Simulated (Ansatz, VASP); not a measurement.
Fe: VASP beside Ansatz

```
Fe
1.0
    -1.43332    1.43332    1.43332
     1.43332   -1.43332    1.43332
     1.43332    1.43332   -1.43332
Fe
1
Direct
  0.00000 0.00000 0.00000
```

Alike in both runs: task single point; functional LDA; k mesh 13 × 13 × 13; occupations fermi-dirac, width 0.05 eV; collinear spin.

|  | VASP | Ansatz |
| --- | --- | --- |
| version | VASP 6.6.1 | Ansatz 0.2.0 |
| potentials or method | VASP PAW LDA potentials, release 64 (Fe_sv) | Ansatz PAW |
| plane-wave cutoff (eV) | 600 | 420 |
| valence electrons in the cell | 16 | 16 |

|  | VASP | Ansatz | Ansatz less VASP |
| --- | --- | --- | --- |
| gap on the k mesh at the Fermi level (eV) | none | none | - |
| pressure (GPa) | -27.6 | -23.7 | +3.89 |
| net moment per atom (μB) | 2.12 | 2.16 | +0.041 |
| size of the moment on the site where the two differ most (μB) | 2.09 | 2.18 | +0.094 |

LDA's correlation is that of Perdew and Zunger in VASP and of Perdew and Wang (1992) in Ansatz. Site moments also hang on the region over which each program counts them. A gap of «none» marks a metal or a gap that the smearing closes.
